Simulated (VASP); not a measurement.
A run of VASP 6.6.1 is set up as follows.

File INCAR:

```
SYSTEM = Cd2BiO2
ALGO = Normal
EDIFF = 1E-7
EDIFFG = -0.01
ENCUT = 600
GGA = PE
IBRION = 2
ISIF = 3
ISMEAR = 0
LASPH = .True.
LCHARG = .False.
LREAL = .False.
LWAVE = .False.
NELM = 100
NSW = 100
PREC = Accurate
SIGMA = 0.1
```

KPOINTS

```
k-points
0
Gamma
  8 8 8
  0 0 0
```

POSCAR

```
Cd2BiO2
1.0
    4.9471343880      0.0000000000      0.0000000000
    0.0000000000      4.9471343880      0.0000000000
    0.0000000000      0.0000000000      4.4459296681
Cd Bi O
2 1 2
Direct
    0.5000000000      0.0000000000      0.0000000000
    0.0000000000      0.5000000000      0.0000000000
    0.5000000000      0.5000000000      0.5000000000
    0.5000000000      0.0000000000      0.5000000000
    0.0000000000      0.5000000000      0.5000000000
```

Potentials or basis: VASP PAW PBE potentials, release 64 (Cd, Bi_d, O).

Run with:

```bash
$ cat potpaw_PBE.64/Cd/POTCAR potpaw_PBE.64/Bi_d/POTCAR potpaw_PBE.64/O/POTCAR > POTCAR
$ mpirun -np 1 vasp_std > vasp.out
```

Task: Estimate the space group after relaxing (to 0.1 Å).

Result: P4/mmm (No. 123).

Task: Predict the relaxed volume.

Result: 21.52 Å³/atom.

Final structure:
```
CELL_PARAMETERS angstrom
4.88710 0.00000 0.00000
0.00000 4.88710 0.00000
0.00000 0.00000 4.50444
ATOMIC_POSITIONS crystal
Cd 0.50000 0.00000 0.00000
Cd 0.00000 0.50000 0.00000
Bi 0.50000 0.50000 0.50000
O 0.50000 0.00000 0.50000
O 0.00000 0.50000 0.50000
```
